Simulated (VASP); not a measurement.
Sn4ClO7 (a cell with a defect), 12 atoms in the cell. The cell holds a defect, 12 atoms: a = 4.769 Å, b = 4.769 Å, c = 6.424 Å, α = 90.00°, β = 90.00°, γ = 90.00°. 

```yaml
Program: VASP 6.6.1
Task: single point
Functional: PBEsol
Potentials_or_basis: VASP PAW PBE potentials, release 64 (Sn_d, O, Cl)
Cutoff: 520 eV
k_mesh: 2 × 2 × 2, shifted
Occupations: fermi-dirac, width 0.05 eV
Spin: no spin polarisation
Dipole_correction: no
Charge: 1
Further_INCAR_settings: ALGO = Normal; EDIFF = 1e-06; NBANDS = 64; NELECT = 104.0
```

Potentials or basis: VASP PAW PBE potentials, release 64 (Sn_d, O, Cl).

Launch:

```bash
$ cat potpaw_PBE.64/Sn_d/POTCAR potpaw_PBE.64/O/POTCAR potpaw_PBE.64/Cl/POTCAR > POTCAR
$ mpirun -np 1 vasp_std > vasp.out
```

Hardware: 1 thread of Intel Xeon 8259CL, with other jobs on the host.

Problem. Estimate the wall time of this run.

Solution. It took 55 s on 1 thread of Intel Xeon 8259CL, with other jobs on the host, peak memory 0.25 GiB. Counts: scf iterations 16, k points 4.
